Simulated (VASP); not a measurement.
# Ir (I4/mmm) in VASP: a series of runs, part 2 of 3

VASP 6.6.1. Earlier steps stand in the parts before.

**4. Single point, LDA (strain +0.0450 x Voigt [0, 0, 1, 0, 0, 0])**

Contents of INCAR:

```
PREC = Accurate ; ENCUT = 520
EDIFF = 1E-6 ; ISMEAR = 0
SIGMA = 0.15 ; LREAL = False
LASPH = True ; NELM = 100
ALGO = Fast ; ISIF = 2
LWAVE = False ; LCHARG = False
NBANDS = 10
```

Contents of KPOINTS:

```
Automatic mesh
0
Gamma
  8 8 8
```

Contents of POSCAR:

```
Ir
1.0
    0.0000000000      1.9197000000      2.0060865000
    1.9197000000      0.0000000000      2.0060865000
    1.9197000000      1.9197000000      0.0000000000
Ir
1
Direct
    0.0000000000      0.0000000000      0.0000000000
```

Potentials or basis: VASP PAW LDA potentials, release 64 (Ir).

Command:

```sh
cat potpaw_LDA.64/Ir/POTCAR > POTCAR
mpirun -np 1 vasp_std > vasp.out
```

OUTCAR:

```text
PREC = Accurate
   ENCUT = 520
   EDIFF = 1E-6
   ISMEAR = 0
   LREAL = False
   LASPH = True
   NELM = 100
   ISIF = 2

 ion  position               nearest neighbor table
   1  0.000  0.000  0.000-

  LATTYP: Found a body centered tetragonal cell.
 ALAT       =     2.7148657757
 C/A-ratio  =     1.4778531727

  Lattice vectors:

 A1 = (  -1.9197000000,   0.0000000000,   2.0060865000)
 A2 = (   1.9197000000,   0.0000000000,   2.0060865000)
 A3 = (   0.0000000000,   1.9197000000,  -2.0060865000)

Analysis of symmetry for initial positions (statically):
=====================================================================
 Subroutine PRICEL returns:
 Original cell was already a primitive cell.

 Routine SETGRP: Setting up the symmetry group for a
 body centered tetragonal supercell.

 Subroutine GETGRP returns: Found 16 space group operations
 (whereof 16 operations were pure point group operations)
 out of a pool of 16 trial point group operations.

The static configuration has the point symmetry D_4h.

Analysis of symmetry for dynamics (positions and initial velocities):
=====================================================================
 Subroutine PRICEL returns:
 Original cell was already a primitive cell.

 Routine SETGRP: Setting up the symmetry group for a
 body centered tetragonal supercell.

 Subroutine GETGRP returns: Found 16 space group operations
 (whereof 16 operations were pure point group operations)
 out of a pool of 16 trial point group operations.

The dynamic configuration has the point symmetry D_4h.

 Subroutine INISYM returns: Found 16 space group operations
 (whereof 16 operations are pure point group operations),
 and found     1 'primitive' translations

----------------------------------------------------------------------------------------

                                     Primitive cell

  volume of cell :      14.7859

  direct lattice vectors                    reciprocal lattice vectors
     0.000000000  1.919700000  2.006086500    -0.260457363  0.260457363  0.249241496
     1.919700000  0.000000000  2.006086500     0.260457363 -0.260457363  0.249241496
     1.919700000  1.919700000  0.000000000     0.260457363  0.260457363 -0.249241496

  length of vectors
     2.776622253  2.776622253  2.714865776     0.444744195  0.444744195  0.444744195

  position of ions in fractional coordinates (direct lattice)
     0.000000000  0.000000000  0.000000000

  ion indices of the primitive-cell ions
   primitive index   ion index
                 1           1

----------------------------------------------------------------------------------------

 KPOINTS: Automatic mesh

Automatic generation of k-mesh.
 Grid dimensions read from file:
 generate k-points for:    8    8    8

 Generating k-lattice:

  Cartesian coordinates                     Fractional coordinates (reciprocal lattice)
    -0.032557170  0.032557170  0.031155187     0.125000000  0.000000000  0.000000000
     0.032557170 -0.032557170  0.031155187     0.000000000  0.125000000  0.000000000
     0.032557170  0.032557170 -0.031155187     0.000000000  0.000000000  0.125000000

  Length of vectors
     0.055593024  0.055593024  0.055593024

  Shift w.r.t. Gamma in fractional coordinates (k-lattice)
     0.000000000  0.000000000  0.000000000

 Subroutine IBZKPT returns following result:
 ===========================================

 Found     59 irreducible k-points:

 Following reciprocal coordinates:
            Coordinates               Weight
  0.000000  0.000000  0.000000      1.000000
  0.125000  0.000000  0.000000      8.000000
  0.250000  0.000000  0.000000      8.000000
  0.375000  0.000000  0.000000      8.000000
  0.500000  0.000000  0.000000      4.000000
  0.125000  0.125000  0.000000      2.000000
[... 16 lines left out ...]
  0.250000  0.000000  0.125000     16.000000
  0.375000 -0.000000  0.125000     16.000000
 [... further k-points ...]
   k-points           NKPTS =     59   k-points in BZ     NKDIM =     59   number of bands    NBANDS=     10
   number of dos      NEDOS =    301   number of ions     NIONS =      1
   total plane-waves  NPLWV =  11520
   dimension x,y,z NGX =    24 NGY =   24 NGZ =   20
   dimension x,y,z NGXF=    48 NGYF=   48 NGZF=   40
   ions per type =               1
   NGX,Y,Z   is equivalent  to a cutoff of  14.37, 14.37, 12.25 a.u.
   NGXF,Y,Z  is equivalent  to a cutoff of  28.74, 28.74, 24.49 a.u.
 SYSTEM =  unknown system
   PREC   = accura    normal or accurate (medium, high low for compatibility)
   ISTART =      0    job   : 0-new  1-cont  2-samecut
   ICHARG =      2    charge: 1-file 2-atom 10-const
   ISPIN  =      1    spin polarized calculation?
   LNONCOLLINEAR =      F non collinear calculations
   LSORBIT =      F    spin-orbit coupling
   LASPH  =      T    aspherical Exc in radial PAW
   ENCUT  =  520.0 eV  38.22 Ry    6.18 a.u.   5.16  5.16  5.05*2*pi/ulx,y,z
   NELM   =    100;   NELMIN=  2; NELMDL= -5     # of ELM steps
   EDIFF  = 0.1E-05   stopping-criterion for ELM
   LREAL  =      F    real-space projection
[... 7 lines left out ...]
   TEBEG  =    0.0;   TEEND  =   0.0 temperature during run
   PSTRESS=    0.0 pullay stress
   NELECT =       9.0000    total number of electrons
   NUPDOWN=      -1.0000    fix difference up-down
   EMIN   =  10.00;   EMAX   =-10.00  energy-range for DOS
   EFERMI =   0.00;   METHOD = LEGACY
   ISMEAR =     0;   SIGMA  =   0.15  broadening in eV -4-tet -1-fermi 0-gaus
   EFERMI_NEDOS =   21; number of points for ismear=-14 and -15
   IALGO  =     68    algorithm
   IMIX   =      4    mixing-type and parameters
     AMIX     =   0.40;   BMIX     =  1.00
     AMIX_MAG =   1.60;   BMIX_MAG =  1.00
  volume/ion in A,a.u.               =      14.79        99.78
  Fermi-wavevector in a.u.,A,eV,Ry     =   1.387417  2.621837 26.190191  1.924925
  Thomas-Fermi vector in A             =   2.511640
   LORBIT       =      0    0 simple, 1 ext, 2 COOP (PROOUT), +10 PAW based schemes
   GGA     = CA    functional components
   LHFCALC =     F    Hartree Fock is set to
   AEXX    =    0.0000 exact exchange contribution
   IVDW    =     0    specifies the selected vdW correction
   LEPSILON=     F    determine dielectric tensor
   LRPA    =     F    only Hartree local field effects (RPA)
 non-spin polarized calculation
 RMM-DIIS sequential band-by-band and
 Gauss-broadening in eV      SIGMA  =   0.15
  energy-cutoff  :      520.00
  volume of cell :       14.79
 maximum number of plane-waves:       411
 NGX is ok and might be reduce to    24
   NGX = 11   NGY = 11   NGZ = 11

 number of electron       9.0000000 magnetization

 Free energy of the ion-electron system (eV)
  ---------------------------------------------------
  ext. energy  EPLUGINS =         0.00000000
  ---------------------------------------------------
  free energy    TOTEN  =       -10.18553500 eV

  energy without entropy =      -10.16370132  energy(sigma->0) =      -10.17461816

 E-fermi :   9.5633     XC(G=0): -13.8856

 val. band max:        9.5538844730   @ k =  -0.3750   0.0000   0.1250
 cond. band min:       9.5725152697   @ k =  -0.3750   0.0000   0.2500
 fundamental gap:      0.0186307968
 Fermi energy:         9.5633212609

 k-point     1 :       0.0000    0.0000    0.0000
  band No.  band energies     occupation
      1      -1.0905      2.00000
      2       5.5044      2.00000
      3       6.0794      2.00000
      4       6.0794      2.00000
      5       8.0471      2.00000
      6       8.7823      2.00000
      7      24.0024      0.00000
      8      28.4351      0.00000
      9      29.6876      0.00000
     10      29.6876      0.00000

 k-point     2 :       0.1250    0.0000    0.0000
  band No.  band energies     occupation
      1      -0.4468      2.00000
      2       5.4910      2.00000
      3       6.0337      2.00000
      4       6.3342      2.00000
      5       7.9791      2.00000
      6       8.5981      2.00000
      7      25.0256      0.00000
      8      26.7243      0.00000
      9      29.8536      0.00000
     10      30.7414      0.00000
[... 274 lines left out ...]
 k-point    24 :       0.3750   -0.0000    0.1250
  band No.  band energies     occupation
      1       2.2645      2.00000
      2       5.3550      2.00000
      3       5.8655      2.00000
      4       6.5307      2.00000
      5       9.6550      0.38763
      6       9.9736      0.00011
      7      20.6350      0.00000
      8      25.6790      0.00000
      9      28.5090      0.00000
     10      30.6170      0.00000

 [... further k-points ...]

------------------------ aborting loop because EDIFF is reached ----------------------------------------

  FORCE on cell =-STRESS in cart. coord.  units (eV):
  Direction    XX          YY          ZZ          XY          YZ          ZX
  --------------------------------------------------------------------------------------
  -------------------------------------------------------------------------------------
  Total       -1.1936571     -1.1936571     -2.4484221      0.0000000      0.0000000      0.0000000
  in kB     -129.3432528   -129.3432528   -265.3080842      0.0000000      0.0000000      0.0000000
  external PRESSURE =    -174.6648633 kB  Pullay stress =       0.0000000 kB

 VOLUME and BASIS-vectors are now :
 -----------------------------------------------------------------------------
  energy-cutoff  :      520.00
  volume of cell :       14.79
      direct lattice vectors                 reciprocal lattice vectors
     0.000000000  1.919700000  2.006086500    -0.260457363  0.260457363  0.249241496
     1.919700000  0.000000000  2.006086500     0.260457363 -0.260457363  0.249241496
     1.919700000  1.919700000  0.000000000     0.260457363  0.260457363 -0.249241496

 POSITION                                       TOTAL-FORCE (eV/Angst)
 -----------------------------------------------------------------------------------
      0.00000      0.00000      0.00000         0.000000      0.000000      0.000000
 -----------------------------------------------------------------------------------
    total drift:                               -0.000000      0.000000     -0.000000

  FREE ENERGIE OF THE ION-ELECTRON SYSTEM (eV)
  ---------------------------------------------------
  free  energy   TOTEN  =       -10.1855349965 eV

  energy  without entropy=      -10.1637013190  energy(sigma->0) =      -10.17461816
```

OSZICAR:

```text
N       E                     dE             d eps       ncg     rms          rms(c)
DAV:   1     0.455483967065E+02    0.45548E+02   -0.44141E+03  1196   0.825E+02
DAV:   2    -0.987174525849E+01   -0.55420E+02   -0.52485E+02  1204   0.193E+02
DAV:   3    -0.108150380386E+02   -0.94329E+00   -0.93904E+00  1412   0.307E+01
DAV:   4    -0.108239891809E+02   -0.89511E-02   -0.89494E-02  1338   0.269E+00
DAV:   5    -0.108241677860E+02   -0.17861E-03   -0.17860E-03  1350   0.370E-01    0.141E+01
RMM:   6    -0.102695723129E+02    0.55460E+00   -0.48887E-01  1224   0.867E+00    0.524E+00
RMM:   7    -0.101901820311E+02    0.79390E-01   -0.18656E-01  1230   0.364E+00    0.164E+00
RMM:   8    -0.101899048691E+02    0.27716E-03   -0.21010E-02  1434   0.192E+00    0.135E+00
RMM:   9    -0.101878983929E+02    0.20065E-02   -0.51197E-03  1444   0.612E-01    0.725E-01
RMM:  10    -0.101854645119E+02    0.24339E-02   -0.36745E-03  1261   0.939E-01    0.222E-01
RMM:  11    -0.101855252291E+02   -0.60717E-04   -0.29998E-04  1365   0.136E-01    0.176E-01
RMM:  12    -0.101855367405E+02   -0.11511E-04   -0.58431E-05  1616   0.598E-02    0.177E-01
RMM:  13    -0.101855342124E+02    0.25281E-05   -0.44358E-06  1259   0.154E-02    0.174E-01
RMM:  14    -0.101855349965E+02   -0.78408E-06   -0.42202E-07   781   0.688E-03
   1 F= -.10185535E+02 E0= -.10174618E+02  d E =-.218337E-01
```

stdout:

```text
POSCAR found type information on POSCAR Ir
 POSCAR found :  1 types and       1 ions
 scaLAPACK will be used
 LDA part: xc-table for (Slater(with rela. corr.)+CA(PZ))
 , standard interpolation
 POSCAR, INCAR and KPOINTS ok, starting setup
 FFT: planning ... GRIDC
 FFT: planning ... GRID_SOFT
 FFT: planning ... GRID
 WAVECAR not read
 entering main loop
```

It took 16 s on 1 thread of Intel Xeon 8259CL, shared host; peak memory 0.13 GiB.

Results:

| Property | Result |
| --- | --- |
| Free energy | -10.1855 eV |
| Pressure | -17.5 GPa |

Caveat: the cell differs from its parent crystal (strain +0.0450 x Voigt [0, 0, 1, 0, 0, 0]); spin-orbit coupling is left out, which moves the levels of the heavy elements.

(Continued in part 3 of 3.)
